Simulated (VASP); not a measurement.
# SiC5N8 (Pm) in VASP: further runs

SiC5N8 is run at these levels: PBE, r2SCAN; tasks: single point.

All numbers are computed with VASP 6.6.1; they aren't measurements. Logs are shortened: lines on timing, memory, paths and dates and some standing lists are left out, and cuts for length are marked.

### Step 1. The cell of the first run

The structure is monoclinic, space group Pm (No. 6). Conventional cell: a = 6.587 Å, b = 2.504 Å, c = 6.675 Å, α = 90.00°, β = 118.62°, γ = 90.00°. Within 2.0 Å of C (site symmetry m) lie 4 N at 1.47 to 1.48 Å. Within 2.0 Å of C (site symmetry m) lie 4 N at 1.48 to 1.57 Å. C (site symmetry m) has 4 N at 1.40 to 1.49 Å within 1.9 Å. C (site symmetry m) has 4 N at 1.51 to 1.52 Å within 2.0 Å. Within 1.9 Å of C (site symmetry m) lie 4 N at 1.44 to 1.52 Å. Si (site symmetry m) has 4 N at 1.63 to 1.69 Å within 2.2 Å. Within 1.9 Å of N (site symmetry m) lie 3 C at 1.44 to 1.52 Å. N (site symmetry m) has 2 C at 1.48 to 1.50 Å and 1 Si at 1.68 Å within 2.0 Å.

### Step 2. Single point, PBE

Contents of INCAR:

```
PREC = Accurate
ENCUT = 520
EDIFF = 1E-7
ISMEAR = -1
SIGMA = 0.02
LREAL = F
LASPH = T
NELM = 60
ALGO = Normal
ISIF = 2
LWAVE = F
LCHARG = F
GGA = PE
NBANDS = 45
```

Contents of KPOINTS:

```
regular mesh
0
Gamma
  4 8 4
```

Contents of POSCAR:

```
SiC5N8
1.0
    6.7692132538      0.0000000000      0.0504127455
    0.0000000000      2.5036708939      0.0000000000
   -3.3409479134      0.0000000000      5.6766125409
C Si N
5 1 8
Direct
    0.5755571398      0.5000000000      0.8042818871
    0.7661950710      0.0000000000      0.6014192733
    0.2425312880      0.5000000000      0.4119690431
    0.1756305069      0.5000000000      0.7720272196
    0.4015000883      0.0000000000      0.1855618176
    0.8302267049      0.0000000000      0.2297273237
    0.3253055687      0.5000000000      0.6608039252
    0.6557602611      0.0000000000      0.3431952747
    0.7120571246      0.5000000000      0.6858899473
    0.6376862760      0.0000000000      0.9399938751
    0.0290644258      0.0000000000      0.6901478879
    1.0044382613      0.5000000000      0.2851894279
    0.3241722180      0.0000000000      0.3536166239
    0.3198750658      0.5000000000      0.0361764738
```

Potentials or basis: VASP PAW PBE potentials, release 64 (C, Si, N).

Command:

```console
cat potpaw_PBE.64/C/POTCAR potpaw_PBE.64/Si/POTCAR potpaw_PBE.64/N/POTCAR > POTCAR
mpirun -np 1 vasp_std > vasp.out
```

OUTCAR:

```text
PREC = Accurate
   ENCUT = 520
   EDIFF = 1E-7
   ISMEAR = -1
   LREAL = F
   LASPH = T
   NELM = 60
   ISIF = 2
   GGA = PE

 ion  position               nearest neighbor table
   1  0.576  0.500  0.804-   7 1.47  10 1.47  10 1.47   9 1.48
   2  0.766  0.000  0.601-   8 1.48   9 1.49   9 1.49  11 1.57
   3  0.243  0.500  0.412-  12 1.40   7 1.44  13 1.49  13 1.49
   4  0.176  0.500  0.772-  14 1.51  11 1.52  11 1.52   7 1.52
   5  0.402  0.000  0.186-  13 1.44   8 1.50  14 1.52  14 1.52
   6  0.830  0.000  0.230-  12 1.63  12 1.63   8 1.68  10 1.69
   7  0.325  0.500  0.661-   3 1.44   1 1.47   4 1.52
   8  0.656  0.000  0.343-   2 1.48   5 1.50   6 1.68
   9  0.712  0.500  0.686-   1 1.48   2 1.49   2 1.49
  10  0.638  0.000  0.940-   1 1.47   1 1.47   6 1.69
  11  0.029  0.000  0.690-   4 1.52   4 1.52   2 1.57
  12  0.004  0.500  0.285-   3 1.40   6 1.63   6 1.63
  13  0.324  0.000  0.354-   5 1.44   3 1.49   3 1.49
  14  0.320  0.500  0.036-   4 1.51   5 1.52   5 1.52

  LATTYP: Found a simple monoclinic cell.
 ALAT       =     6.5867945846
 B/A-ratio  =     0.3801045959
 C/A-ratio  =     1.0133479995
 COS(beta)  =    -0.4789368466

  Lattice vectors:

 A1 = (  -3.3409479134,   0.0000000000,   5.6766125409)
 A2 = (   0.0000000000,   2.5036708939,   0.0000000000)
 A3 = (  -3.4282653404,   0.0000000000,  -5.7270252864)

Analysis of symmetry for initial positions (statically):
=====================================================================
 Subroutine PRICEL returns:
 Original cell was already a primitive cell.

 Routine SETGRP: Setting up the symmetry group for a
 simple monoclinic supercell.

 Subroutine GETGRP returns: Found  2 space group operations
 (whereof  2 operations were pure point group operations)
 out of a pool of  4 trial point group operations.

The static configuration has the point symmetry C_1h.

Analysis of symmetry for dynamics (positions and initial velocities):
=====================================================================
 Subroutine PRICEL returns:
 Original cell was already a primitive cell.

 Routine SETGRP: Setting up the symmetry group for a
 simple monoclinic supercell.

 Subroutine GETGRP returns: Found  2 space group operations
 (whereof  2 operations were pure point group operations)
 out of a pool of  4 trial point group operations.

The dynamic configuration has the point symmetry C_1h.

 Subroutine INISYM returns: Found  2 space group operations
 (whereof  2 operations are pure point group operations),
 and found     1 'primitive' translations

----------------------------------------------------------------------------------------

                                     Primitive cell

  volume of cell :      96.6282

  direct lattice vectors                    reciprocal lattice vectors
     6.769213254  0.000000000  0.050412746     0.147082974  0.000000000  0.086565104
     0.000000000  2.503670894  0.000000000     0.000000000  0.399413518  0.000000000
    -3.340947913  0.000000000  5.676612541    -0.001306211  0.000000000  0.175392632

  length of vectors
     6.769400972  2.503670894  6.586794585     0.170666102  0.399413518  0.175397496

  position of ions in fractional coordinates (direct lattice)
     0.575557140  0.500000000  0.804281887
     0.766195071  0.000000000  0.601419273
     0.242531288  0.500000000  0.411969043
     0.175630507  0.500000000  0.772027220
     0.401500088  0.000000000  0.185561818
     0.830226705  0.000000000  0.229727324
     0.325305569  0.500000000  0.660803925
     0.655760261  0.000000000  0.343195275
     0.712057125  0.500000000  0.685889947
     0.637686276  0.000000000  0.939993875
     0.029064426  0.000000000  0.690147888
     0.004438261  0.500000000  0.285189428
     0.324172218  0.000000000  0.353616624
     0.319875066  0.500000000  0.036176474

  ion indices of the primitive-cell ions
   primitive index   ion index
                 1           1
                 2           2
                 3           3
                 4           4
                 5           5
                 6           6
                 7           7
                 8           8
                 9           9
                10          10
                11          11
                12          12
                13          13
                14          14

----------------------------------------------------------------------------------------

 KPOINTS: regular mesh

Automatic generation of k-mesh.
 Grid dimensions read from file:
 generate k-points for:    4    8    4

 Generating k-lattice:

  Cartesian coordinates                     Fractional coordinates (reciprocal lattice)
     0.036770743  0.000000000  0.021641276     0.250000000  0.000000000  0.000000000
     0.000000000  0.049926690  0.000000000     0.000000000  0.125000000  0.000000000
    -0.000326553  0.000000000  0.043848158     0.000000000  0.000000000  0.250000000

  Length of vectors
     0.042666526  0.049926690  0.043849374

  Shift w.r.t. Gamma in fractional coordinates (k-lattice)
     0.000000000  0.000000000  0.000000000

 Subroutine IBZKPT returns following result:
 ===========================================

 Found     50 irreducible k-points:

 Following reciprocal coordinates:
            Coordinates               Weight
  0.000000  0.000000  0.000000      1.000000
  0.250000  0.000000  0.000000      2.000000
  0.500000  0.000000  0.000000      1.000000
  0.000000  0.125000  0.000000      2.000000
  0.250000  0.125000  0.000000      4.000000
  0.500000  0.125000  0.000000      2.000000
[... 16 lines left out ...]
 -0.250000  0.125000  0.250000      4.000000
  0.000000  0.250000  0.250000      4.000000
 [... further k-points ...]
   k-points           NKPTS =     50   k-points in BZ     NKDIM =     50   number of bands    NBANDS=     45
   number of dos      NEDOS =    301   number of ions     NIONS =     14
   total plane-waves  NPLWV =  50000
   dimension x,y,z NGX =    50 NGY =   20 NGZ =   50
   dimension x,y,z NGXF=   100 NGYF=   40 NGZF=  100
   ions per type =               5   1   8
   NGX,Y,Z   is equivalent  to a cutoff of  12.28, 13.28, 12.62 a.u.
   NGXF,Y,Z  is equivalent  to a cutoff of  24.56, 26.56, 25.24 a.u.
 SYSTEM =  unknown system
   PREC   = accura    normal or accurate (medium, high low for compatibility)
   ISTART =      0    job   : 0-new  1-cont  2-samecut
   ICHARG =      2    charge: 1-file 2-atom 10-const
   ISPIN  =      1    spin polarized calculation?
   LNONCOLLINEAR =      F non collinear calculations
   LSORBIT =      F    spin-orbit coupling
   LASPH  =      T    aspherical Exc in radial PAW
   ENCUT  =  520.0 eV  38.22 Ry    6.18 a.u.  12.59  4.66 12.25*2*pi/ulx,y,z
   NELM   =     60;   NELMIN=  2; NELMDL= -5     # of ELM steps
   EDIFF  = 0.1E-06   stopping-criterion for ELM
   LREAL  =      F    real-space projection
   EDIFFG = 0.1E-05   stopping-criterion for IOM
   NSW    =      0    number of steps for IOM
   IBRION =     -1    ionic relax: 0-MD 1-quasi-New 2-CG
   NFREE  =      0    steps in history (QN), initial steepest desc. (CG)
   ISIF   =      2    stress and relaxation
   ISYM   =      2    0-nonsym 1-usesym 2-fastsym
   POTIM  = 0.5000    time-step for ionic-motion
   TEBEG  =    0.0;   TEEND  =   0.0 temperature during run
   PSTRESS=    0.0 pullay stress
   NELECT =      64.0000    total number of electrons
   NUPDOWN=      -1.0000    fix difference up-down
   EMIN   =  10.00;   EMAX   =-10.00  energy-range for DOS
   EFERMI =   0.00;   METHOD = LEGACY
   ISMEAR =    -1;   SIGMA  =   0.02  broadening in eV -4-tet -1-fermi 0-gaus
   EFERMI_NEDOS =   21; number of points for ismear=-14 and -15
   IALGO  =     38    algorithm
   IMIX   =      4    mixing-type and parameters
     AMIX     =   0.40;   BMIX     =  1.00
     AMIX_MAG =   1.60;   BMIX_MAG =  1.00
  volume/ion in A,a.u.               =       6.90        46.58
  Fermi-wavevector in a.u.,A,eV,Ry     =   1.427031  2.696698 27.707148  2.036418
  Thomas-Fermi vector in A             =   2.547244
   LORBIT       =      0    0 simple, 1 ext, 2 COOP (PROOUT), +10 PAW based schemes
   GGA     = PE    functional components
   LHFCALC =     F    Hartree Fock is set to
   AEXX    =    0.0000 exact exchange contribution
   IVDW    =     0    specifies the selected vdW correction
   LEPSILON=     F    determine dielectric tensor
   LRPA    =     F    only Hartree local field effects (RPA)
 non-spin polarized calculation
  energy-cutoff  :      520.00
  volume of cell :       96.63
 maximum number of plane-waves:      2635
   NGX = 25   NGY =  9   NGZ = 25

 number of electron      64.0000009 magnetization

 Free energy of the ion-electron system (eV)
  ---------------------------------------------------
  ext. energy  EPLUGINS =         0.00000000
  ---------------------------------------------------
  free energy    TOTEN  =      -112.08558520 eV

  energy without entropy =     -112.08558520  energy(sigma->0) =     -112.08558520

 E-fermi :   9.0843     XC(G=0): -12.2174

 val. band max:        8.5898868155   @ k =   0.0000   0.0000   0.0000
 cond. band min:      11.3150827927   @ k =   0.0000   0.5000   0.0000
 fundamental gap:      2.7251959772
 Fermi energy:         9.0843368410

 k-point     1 :       0.0000    0.0000    0.0000
  band No.  band energies     occupation
      1     -15.0810      2.00000
      2     -13.2541      2.00000
      3     -12.7784      2.00000
      4     -12.2194      2.00000
      5     -11.7040      2.00000
      6     -10.3792      2.00000
[... 36 lines left out ...]
     43      15.6909      0.00000
     44      15.8263      0.00000
[... 1040 lines left out ...]
      4     -11.5577      2.00000
      5     -10.1941      2.00000
      6      -9.1138      2.00000
[... 36 lines left out ...]
     43      16.7504      0.00000
     44      17.0644      0.00000

 [... further k-points ...]

 [bands above 44 left out]

------------------------ aborting loop because EDIFF is reached ----------------------------------------

  FORCE on cell =-STRESS in cart. coord.  units (eV):
  Direction    XX          YY          ZZ          XY          YZ          ZX
  --------------------------------------------------------------------------------------
  -------------------------------------------------------------------------------------
  Total        0.1238090      0.2189775      0.1688555      0.0000000      0.0000000      0.0041913
  in kB        2.0528578      3.6308313      2.7997663      0.0000000      0.0000000      0.0694951
  external PRESSURE =       2.8278185 kB  Pullay stress =       0.0000000 kB

 VOLUME and BASIS-vectors are now :
 -----------------------------------------------------------------------------
  energy-cutoff  :      520.00
  volume of cell :       96.63
      direct lattice vectors                 reciprocal lattice vectors
     6.769213254  0.000000000  0.050412746     0.147082974  0.000000000  0.086565104
     0.000000000  2.503670894  0.000000000     0.000000000  0.399413518  0.000000000
    -3.340947913  0.000000000  5.676612541    -0.001306211  0.000000000  0.175392632

 POSITION                                       TOTAL-FORCE (eV/Angst)
 -----------------------------------------------------------------------------------
      1.20901      1.25184      4.59461        -0.000299      0.000000      0.005610
      3.17723      0.00000      3.45265         0.021085      0.000000      0.021147
      0.26538      1.25184      2.35082         0.020310      0.000000     -0.004311
     -1.39042      1.25184      4.39135         0.009637      0.000000     -0.006066
      2.09789      0.00000      1.07360         0.013062      0.000000     -0.019263
      4.85247      0.00000      1.34593        -0.011474      0.000000     -0.021161
     -0.00565      1.25184      3.76753        -0.019351      0.000000      0.013594
      3.29238      0.00000      1.98125         0.046658      0.000000     -0.028071
      2.52854      1.25184      3.92943        -0.009188      0.000000     -0.001105
      1.17616      0.00000      5.36813         0.008784      0.000000      0.056588
     -2.10900      0.00000      3.91917        -0.018676      0.000000     -0.000852
     -0.92276      1.25184      1.61913        -0.053075      0.000000     -0.015432
      1.01298      0.00000      2.02369        -0.008413      0.000000      0.005172
      2.04444      1.25184      0.22149         0.000940      0.000000     -0.005850
 -----------------------------------------------------------------------------------
    total drift:                               -0.000233      0.000000     -0.000126

  FREE ENERGIE OF THE ION-ELECTRON SYSTEM (eV)
  ---------------------------------------------------
  free  energy   TOTEN  =      -112.0855851954 eV

  energy  without entropy=     -112.0855851954  energy(sigma->0) =     -112.08558520
```

It took 3.9 min on 1 thread of Intel Xeon Platinum 8488C (Sapphire Rapids), shared host; peak memory 0.31 GiB.

What came out:

* Free energy: -112.0856 eV
* Pressure: 0.3 GPa
* Largest force: 0.057 eV/Å
* Band gap on the k mesh: 2.73 eV, indirect (least direct gap 2.94 eV)

Forces in eV/Å, atoms in the order of the input:
```
C    0.000  0.000  0.006
C    0.021  0.000  0.021
C    0.020  0.000 -0.004
C    0.010  0.000 -0.006
C    0.013  0.000 -0.019
Si  -0.011  0.000 -0.021
N   -0.019  0.000  0.014
N    0.047  0.000 -0.028
N   -0.009  0.000 -0.001
N    0.009  0.000  0.057
N   -0.019  0.000 -0.001
N   -0.053  0.000 -0.015
N   -0.008  0.000  0.005
N    0.001  0.000 -0.006
```

A k mesh can miss the band edges.

### Step 3. Single point, PBE

This run uses another cell than the first one, of 6.80 Å³/atom, 0.985 times its volume.

Contents of INCAR:

```
ALGO = Normal
EDIFF = 1E-6
ENCUT = 520
GGA = PE
ISIF = 2
ISMEAR = -1
LASPH = T
LCHARG = F
LREAL = F
LWAVE = F
NBANDS = 45
NELM = 100
PREC = Accurate
SIGMA = 0.02
```

Contents of KPOINTS:

```
k-points
0
Gamma
  4 10 4
```

Contents of POSCAR:

```
SiC5N8
1.0
    6.7246709876      0.0000000000      0.0528885511
    0.0000000000      2.4927016421      0.0000000000
   -3.3167173042      0.0000000000      5.6537100002
C Si N
5 1 8
Direct
    0.5751256592      0.5000000000      0.8034234727
    0.7665090019      0.0000000000      0.6006826061
    0.2422291799      0.5000000000      0.4121279296
    0.1754045296      0.5000000000      0.7725133154
    0.4021146690      0.0000000000      0.1860336431
    0.8298026906      0.0000000000      0.2278171920
    0.3252423251      0.5000000000      0.6608189823
    0.6566701590      0.0000000000      0.3426523349
    0.7113673546      0.5000000000      0.6845812904
    0.6380366702      0.0000000000      0.9395992639
    0.0293542505      0.0000000000      0.6923204759
    1.0036799753      0.5000000000      0.2870521643
    0.3239298503      0.0000000000      0.3536205029
    0.3205336850      0.5000000000      0.0367568265
```

Potentials or basis: VASP PAW PBE potentials, release 64 (C, Si, N).

Command:

```console
cat potpaw_PBE.64/C/POTCAR potpaw_PBE.64/Si/POTCAR potpaw_PBE.64/N/POTCAR > POTCAR
mpirun -np 1 vasp_std > vasp.out
```

Run time: 4.2 min. Hardware: 1 thread of Intel Xeon Platinum 8488C (Sapphire Rapids), shared host; peak memory 0.33 GiB.

It converged, with:

```
Free energy            : -112.0518 eV
Pressure               : 6.2 GPa
Largest force          : 0.358 eV/Å
Band gap on the k mesh : 2.81 eV, indirect (least direct gap 3.01 eV)
```

Forces in eV/Å, atoms in the order of the input:
```
C    0.061  0.000  0.051
C    0.064  0.000  0.082
C    0.129  0.000 -0.001
C    0.001  0.000  0.027
C    0.059  0.000 -0.116
Si  -0.233  0.000  0.030
N   -0.111  0.000  0.073
N   -0.205  0.000  0.047
N   -0.013  0.000  0.004
N   -0.036  0.000 -0.152
N   -0.051  0.000 -0.052
N    0.355  0.000  0.046
N   -0.013  0.000  0.010
N   -0.004  0.000 -0.050
```

Stress tensor (GPa, compression positive):
```
6.72 0.00 0.18
0.00 5.89 0.00
0.18 0.00 5.92
```

Levels at points of the mesh, in eV from the valence-band top:
| k point | band 30 | band 31 | band 32 | band 33 | band 34 | band 35 |
| --- | --- | --- | --- | --- | --- | --- |
| (0.00, 0.00, 0.00) | -0.77 | -0.38 | 0.00 | 3.01 | 3.28 | 3.77 |
| (0.50, 0.00, 0.00) | -0.79 | -0.26 | -0.07 | 3.41 | 3.57 | 3.76 |
| (0.00, 0.50, 0.00) | -2.36 | -2.35 | -1.97 | 2.81 | 3.49 | 3.50 |
| (0.50, 0.50, 0.00) | -2.20 | -1.88 | -1.63 | 2.85 | 3.44 | 4.15 |
| (0.00, 0.00, 0.50) | -1.11 | -0.22 | -0.04 | 3.34 | 3.51 | 3.59 |
| (0.50, 0.00, 0.50) | -0.94 | -0.25 | -0.05 | 3.22 | 3.69 | 3.88 |
| (0.00, 0.50, 0.50) | -2.05 | -1.89 | -1.71 | 2.88 | 3.62 | 4.25 |
| (0.50, 0.50, 0.50) | -2.39 | -1.83 | -1.45 | 3.09 | 3.95 | 4.03 |

A k mesh can miss the band edges. A hybrid or GW would open this gap; PBE tends to underestimate it.

(Continued in part 2 of 2.)
